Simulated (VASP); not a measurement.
# TiN (Fm-3m) in VASP: a series of runs

TiN is run at these levels: LDA, r2SCAN, PBEsol; tasks: single point, relaxation of cell and atoms.

All numbers are computed with VASP 6.6.1; they aren't measurements. Logs are shortened: lines on timing, memory, paths and dates and some standing lists are left out, and cuts for length are marked.

**1. The cell of the first run**

Symmetry: Fm-3m, No. 225, cubic system. The conventional cell has a = 4.240 Å, b = 4.240 Å, c = 4.240 Å, α = 90.00°, β = 90.00°, γ = 90.00°. Within 2.8 Å of Ti (site symmetry m-3m) lie 6 N at 2.12 Å. Within 2.8 Å of N (site symmetry m-3m) lie 6 Ti at 2.12 Å.

**2. Single point, LDA**

Input file INCAR:

```
SYSTEM = TiN
ALGO = Normal
EDIFF = 1E-6
ENCUT = 520
ISIF = 2
ISMEAR = -1
LASPH = .True.
LCHARG = .False.
LREAL = .False.
LWAVE = .False.
NBANDS = 16
NELM = 100
PREC = Accurate
SIGMA = 0.025
```

Input file KPOINTS:

```
k-points
0
Gamma
  16 16 16
  0 0 0
```

Input file POSCAR:

```
TiN
1.0
    0.0000000000      2.1200000000      2.1200000000
    2.1200000000      0.0000000000      2.1200000000
    2.1200000000      2.1200000000      0.0000000000
Ti N
1 1
Direct
    0.0000000000      0.0000000000      0.0000000000
    0.5000000000      0.5000000000      0.5000000000
```

Potentials or basis: VASP PAW LDA potentials, release 64 (Ti_sv, N).

Command:

```bash
cat potpaw_LDA.64/Ti_sv/POTCAR potpaw_LDA.64/N/POTCAR > POTCAR
mpirun -np 1 vasp_std > vasp.out
```

OUTCAR:

```text
SYSTEM = TiN
   EDIFF = 1E-6
   ENCUT = 520
   ISIF = 2
   ISMEAR = -1
   LASPH = .True.
   LREAL = .False.
   NELM = 100
   PREC = Accurate

 ion  position               nearest neighbor table
   1  0.000  0.000  0.000-   2 2.12   2 2.12   2 2.12   2 2.12   2 2.12   2 2.12
   2  0.500  0.500  0.500-   1 2.12   1 2.12   1 2.12   1 2.12   1 2.12   1 2.12

  LATTYP: Found a face centered cubic cell.
 ALAT       =     4.2400000000

  Lattice vectors:

 A1 = (   0.0000000000,   2.1200000000,   2.1200000000)
 A2 = (   2.1200000000,   0.0000000000,   2.1200000000)
 A3 = (   2.1200000000,   2.1200000000,   0.0000000000)

Analysis of symmetry for initial positions (statically):
=====================================================================
 Subroutine PRICEL returns:
 Original cell was already a primitive cell.

 Routine SETGRP: Setting up the symmetry group for a
 face centered cubic supercell.

 Subroutine GETGRP returns: Found 48 space group operations
 (whereof 48 operations were pure point group operations)
 out of a pool of 48 trial point group operations.

The static configuration has the point symmetry O_h .

Analysis of symmetry for dynamics (positions and initial velocities):
=====================================================================
 Subroutine PRICEL returns:
 Original cell was already a primitive cell.

 Routine SETGRP: Setting up the symmetry group for a
 face centered cubic supercell.

 Subroutine GETGRP returns: Found 48 space group operations
 (whereof 48 operations were pure point group operations)
 out of a pool of 48 trial point group operations.

The dynamic configuration has the point symmetry O_h .

 Subroutine INISYM returns: Found 48 space group operations
 (whereof 48 operations are pure point group operations),
 and found     1 'primitive' translations

----------------------------------------------------------------------------------------

                                     Primitive cell

  volume of cell :      19.0563

  direct lattice vectors                    reciprocal lattice vectors
     0.000000000  2.120000000  2.120000000    -0.235849057  0.235849057  0.235849057
     2.120000000  0.000000000  2.120000000     0.235849057 -0.235849057  0.235849057
     2.120000000  2.120000000  0.000000000     0.235849057  0.235849057 -0.235849057

  length of vectors
     2.998132752  2.998132752  2.998132752     0.408502549  0.408502549  0.408502549

  position of ions in fractional coordinates (direct lattice)
     0.000000000  0.000000000  0.000000000
     0.500000000  0.500000000  0.500000000

[... 77 lines left out ...]
   LREAL  =      F    real-space projection
   EDIFFG = 0.1E-04   stopping-criterion for IOM
   NSW    =      0    number of steps for IOM
   IBRION =     -1    ionic relax: 0-MD 1-quasi-New 2-CG
   NFREE  =      0    steps in history (QN), initial steepest desc. (CG)
   ISIF   =      2    stress and relaxation
   ISYM   =      2    0-nonsym 1-usesym 2-fastsym
   POTIM  = 0.5000    time-step for ionic-motion
   TEBEG  =    0.0;   TEEND  =   0.0 temperature during run
   PSTRESS=    0.0 pullay stress
   NELECT =      17.0000    total number of electrons
   NUPDOWN=      -1.0000    fix difference up-down
   EMIN   =  10.00;   EMAX   =-10.00  energy-range for DOS
   EFERMI =   0.00;   METHOD = LEGACY
   ISMEAR =    -1;   SIGMA  =   0.03  broadening in eV -4-tet -1-fermi 0-gaus
   EFERMI_NEDOS =   21; number of points for ismear=-14 and -15
   IALGO  =     38    algorithm
   IMIX   =      4    mixing-type and parameters
     AMIX     =   0.40;   BMIX     =  1.00
     AMIX_MAG =   1.60;   BMIX_MAG =  1.00
  volume/ion in A,a.u.               =       9.53        64.30
  Fermi-wavevector in a.u.,A,eV,Ry     =   1.575960  2.978133 33.792122  2.483651
  Thomas-Fermi vector in A             =   2.676865
   LORBIT       =      0    0 simple, 1 ext, 2 COOP (PROOUT), +10 PAW based schemes
   GGA     = CA    functional components
   LHFCALC =     F    Hartree Fock is set to
   AEXX    =    0.0000 exact exchange contribution
   IVDW    =     0    specifies the selected vdW correction
   LEPSILON=     F    determine dielectric tensor
   LRPA    =     F    only Hartree local field effects (RPA)
 non-spin polarized calculation
  energy-cutoff  :      520.00
  volume of cell :       19.06
 maximum number of plane-waves:       533
   NGX = 11   NGY = 11   NGZ = 11

 number of electron      17.0000002 magnetization

 Free energy of the ion-electron system (eV)
  ---------------------------------------------------
  ext. energy  EPLUGINS =         0.00000000
  ---------------------------------------------------
  free energy    TOTEN  =       -21.63754533 eV

  energy without entropy =      -21.63484850  energy(sigma->0) =      -21.63619692

 E-fermi :  11.1926     XC(G=0): -13.3788

 val. band max:       11.1923570030   @ k =   0.3750   0.1250   0.0000
 cond. band min:      11.2032379687   @ k =  -0.3125   0.4375   0.1250
 fundamental gap:      0.0108809657
 Fermi energy:        11.1925742287

 k-point     1 :       0.0000    0.0000    0.0000
  band No.  band energies     occupation
      1     -45.9503      2.00000
      2     -22.3067      2.00000
      3     -22.3067      2.00000
      4     -22.3067      2.00000
      5      -5.6477      2.00000
      6       9.1921      2.00000
[... 433 lines left out ...]
      3     -22.3232      2.00000
      4     -22.3078      2.00000
      5      -5.4437      2.00000
      6       8.1137      2.00000
[... 8 lines left out ...]
     15      24.5158      0.00000
     16      30.2511      0.00000

 [... further k-points ...]

------------------------ aborting loop because EDIFF is reached ----------------------------------------

  FORCE on cell =-STRESS in cart. coord.  units (eV):
  Direction    XX          YY          ZZ          XY          YZ          ZX
  --------------------------------------------------------------------------------------
  -------------------------------------------------------------------------------------
  Total       -1.5657334     -1.5657334     -1.5657334      0.0000000     -0.0000000      0.0000000
  in kB     -131.6408901   -131.6408901   -131.6408901      0.0000000     -0.0000000      0.0000000
  external PRESSURE =    -131.6408901 kB  Pullay stress =       0.0000000 kB

 VOLUME and BASIS-vectors are now :
 -----------------------------------------------------------------------------
  energy-cutoff  :      520.00
  volume of cell :       19.06
      direct lattice vectors                 reciprocal lattice vectors
     0.000000000  2.120000000  2.120000000    -0.235849057  0.235849057  0.235849057
     2.120000000  0.000000000  2.120000000     0.235849057 -0.235849057  0.235849057
     2.120000000  2.120000000  0.000000000     0.235849057  0.235849057 -0.235849057

 POSITION                                       TOTAL-FORCE (eV/Angst)
 -----------------------------------------------------------------------------------
      0.00000      0.00000      0.00000        -0.000000     -0.000000     -0.000000
      2.12000      2.12000      2.12000         0.000000      0.000000      0.000000
 -----------------------------------------------------------------------------------
    total drift:                                0.000000     -0.000000     -0.000000

  FREE ENERGIE OF THE ION-ELECTRON SYSTEM (eV)
  ---------------------------------------------------
  free  energy   TOTEN  =       -21.6375453340 eV

  energy  without entropy=      -21.6348485045  energy(sigma->0) =      -21.63619692
```

OSZICAR:

```text
N       E                     dE             d eps       ncg     rms          rms(c)
DAV:   1     0.129556782418E+03    0.12956E+03   -0.81299E+03  4656   0.125E+03
DAV:   2    -0.191291715183E+02   -0.14869E+03   -0.13958E+03  5120   0.343E+02
DAV:   3    -0.265882641868E+02   -0.74591E+01   -0.73886E+01  6000   0.786E+01
DAV:   4    -0.267426422220E+02   -0.15438E+00   -0.15426E+00  5656   0.107E+01
DAV:   5    -0.267460804301E+02   -0.34382E-02   -0.34382E-02  5496   0.142E+00    0.178E+01
DAV:   6    -0.221364425841E+02    0.46096E+01   -0.13179E+01  6120   0.533E+01    0.705E+00
DAV:   7    -0.217004794374E+02    0.43596E+00   -0.17563E+00  5728   0.166E+01    0.481E+00
DAV:   8    -0.219400464445E+02   -0.23957E+00   -0.11574E+00  6264   0.155E+01    0.612E+00
DAV:   9    -0.216482032265E+02    0.29184E+00   -0.39202E-01  5352   0.957E+00    0.142E+00
DAV:  10    -0.216407040401E+02    0.74992E-02   -0.36530E-02  5560   0.213E+00    0.397E-01
DAV:  11    -0.216377053455E+02    0.29987E-02   -0.49569E-03  5928   0.727E-01    0.188E-01
DAV:  12    -0.216376264156E+02    0.78930E-04   -0.40706E-04  5232   0.181E-01    0.956E-02
DAV:  13    -0.216375559235E+02    0.70492E-04   -0.28047E-04  5448   0.261E-01    0.211E-02
DAV:  14    -0.216375461572E+02    0.97664E-05   -0.14999E-05  5672   0.497E-02    0.878E-03
DAV:  15    -0.216375453340E+02    0.82315E-06   -0.26965E-06  5624   0.165E-02
   1 F= -.21637545E+02 E0= -.21636197E+02  d E =-.269683E-02
```

stdout:

```text
POSCAR found type information on POSCAR TiN
 POSCAR found :  2 types and       2 ions
 scaLAPACK will be used
 LDA part: xc-table for (Slater(with rela. corr.)+CA(PZ))
 , standard interpolation
 POSCAR, INCAR and KPOINTS ok, starting setup
 FFT: planning ... GRIDC
 FFT: planning ... GRID_SOFT
 FFT: planning ... GRID
 WAVECAR not read
 entering main loop
```

Run time: 16 s. Hardware: 1 thread of Intel Xeon 6975P-C (Granite Rapids), shared host; peak memory 0.15 GiB.

What came out:

```
Free energy : -21.6375 eV
Pressure    : -13.2 GPa
```

**3. Single point, r2SCAN**

POSCAR is that of step 2.

Input file INCAR.step1:

```
PREC     = Accurate       # precision mode
ENCUT    = 520            # plane-wave cutoff, eV
ISMEAR   = -1             # smearing method
SIGMA    = 0.025          # smearing width, eV
LREAL    = False          # projectors in reciprocal space
LASPH    = True           # aspherical terms in the spheres
NELM     = 100            # most SCF steps
NBANDS   = 16             # bands
GGA      = PE             # functional
ALGO     = Normal         # electronic algorithm
EDIFF    = 1E-4           # SCF threshold, eV
LWAVE    = True           # write WAVECAR
LCHARG   = False          # write CHGCAR
```

Input file INCAR.step2:

```
PREC     = Accurate       # precision mode
ENCUT    = 520            # plane-wave cutoff, eV
EDIFF    = 1E-6           # SCF threshold, eV
ISMEAR   = -1             # smearing method
SIGMA    = 0.025          # smearing width, eV
LREAL    = False          # projectors in reciprocal space
LASPH    = True           # aspherical terms in the spheres
NELM     = 100            # most SCF steps
ALGO     = Normal         # electronic algorithm
ISIF     = 2              # what is computed and relaxed
LWAVE    = False          # write WAVECAR
LCHARG   = False          # write CHGCAR
METAGGA  = R2SCAN         # meta-GGA
LMIXTAU  = True         
NBANDS   = 16             # bands
ISTART   = 1
```

Input file KPOINTS:

```
regular mesh
0
Gamma
  16 16 16
```

Potentials or basis: VASP PAW PBE potentials, release 64 (Ti_sv, N).

Command:

```bash
cat potpaw_PBE.64/Ti_sv/POTCAR potpaw_PBE.64/N/POTCAR > POTCAR
cp INCAR.step1 INCAR
mpirun -np 1 vasp_std > vasp.out
cp INCAR.step2 INCAR
mpirun -np 1 vasp_std > vasp.out
```

It took 56 s on 1 thread of Intel Xeon 6975P-C (Granite Rapids), shared host; peak memory 0.17 GiB.

The run converged. Its results:

```
Free energy : -26.0154 eV
Pressure    : -0.1 GPa
```

Levels at points of the mesh, in eV from the Fermi level:
```tsv
k point	band 6	band 7	band 8	band 9	band 10	band 11	band 12	band 13
(0.00, 0.00, 0.00)	-2.40	-2.40	-2.40	-0.63	-0.63	-0.63	0.57	0.57
(0.50, 0.00, 0.00)	-8.53	-5.93	-5.93	1.72	1.72	2.42	5.92	5.92
(0.50, 0.50, 0.00)	-6.29	-3.63	-3.63	-3.11	1.65	2.43	2.43	3.69
```

Caveat: the PAW data sets were made with another functional, which shifts forces and pressure a little.

**4. Relaxation of cell and atoms, PBEsol**

Input file INCAR:

```
SYSTEM = TiN
PREC = Accurate
ENCUT = 600
EDIFF = 1E-6
ISMEAR = -1
SIGMA = 0.025
LREAL = .False.
LASPH = .True.
NELM = 60
ALGO = Normal
ISIF = 3
LWAVE = .False.
LCHARG = .False.
GGA = PS
IBRION = 2
NSW = 80
EDIFFG = -0.002
```

Input file KPOINTS:

```
regular mesh
0
Gamma
  16 16 16
  0 0 0
```

POSCAR is that of step 3.

Command:

```bash
cat potpaw_PBE.64/Ti_sv/POTCAR potpaw_PBE.64/N/POTCAR > POTCAR
mpirun -np 1 vasp_std > vasp.out
```

Run time: 35 s. Hardware: 1 thread of Intel Xeon 6975P-C (Granite Rapids), shared host; peak memory 0.18 GiB.

Results (log left out):

```yaml
Free_energy: -20.7835 eV
Relaxed_volume: 9.30 Å³/atom
Relaxed_cell: a = 2.974 Å, b = 2.974 Å, c = 2.974 Å, α = 60.00°, β = 60.00°, γ = 60.00°
Space_group_after_relaxing_to_0.05_Å: Fm-3m (No. 225)
Energy_gained_by_relaxing: 5.1 meV/atom
Ionic_steps: 4
Pressure_after_relaxing: 0.0 GPa
```

Step by step:
```tsv
step	energy change (eV)	largest force (eV/Å)	pressure (GPa)	volume (Å³)
1	0.0000	0.0000	-6.95	19.06
2	0.0129	0.0000	11.57	17.94
3	-0.0102	0.0000	-0.04	18.60
4	-0.0102	0.0000	0.01	18.59
```

Final structure:
```yaml
crystal:
  lattice:
    - [0.00000, 2.10263, 2.10263]
    - [2.10263, 0.00000, 2.10263]
    - [2.10263, 2.10263, 0.00000]
  atoms:
    - { symbol: Ti, position: [0.00000, 0.00000, 0.00000] }
    - { symbol: N, position: [0.50000, 0.50000, 0.50000] }
```

Levels at points of the mesh, in eV from the Fermi level:
| k point | band 5 | band 6 | band 7 | band 8 | band 9 | band 10 | band 11 | band 12 |
| --- | --- | --- | --- | --- | --- | --- | --- | --- |
| (0.00, 0.00, 0.00) | -17.21 | -2.06 | -2.06 | -2.06 | -0.66 | -0.66 | -0.66 | 0.58 |
| (0.50, 0.00, 0.00) | -14.59 | -8.29 | -5.63 | -5.63 | 1.76 | 1.76 | 2.47 | 5.97 |
| (0.50, 0.50, 0.00) | -15.77 | -5.91 | -3.26 | -3.26 | -3.24 | 1.70 | 2.51 | 2.51 |

Caveat: the PAW data sets were made with another functional, which shifts forces and pressure a little.

**5. Summary**

| task | level | potentials or basis | cell | cutoff (eV) | gap on the mesh (eV) | pressure (GPa) |
| --- | --- | --- | --- | --- | --- | --- |
| single point | LDA | VASP PAW LDA potentials, release 64 (Ti_sv, N) | as given | 520 | none | -13.2 |
| single point | r2SCAN | VASP PAW PBE potentials, release 64 (Ti_sv, N) | as given | 520 | none | -0.1 |
| relaxation of cell and atoms | PBEsol | VASP PAW PBE potentials, release 64 (Ti_sv, N) | relaxed | 600 | none | 0.0 |

Alike in all rows: no spin polarisation; k mesh 16 × 16 × 16; smearing fermi-dirac 0.025 eV.

Caveats: the PAW data sets were made with another functional, which shifts forces and pressure a little (some runs).

Absolute energies hang on the potentials; compare differences alone.
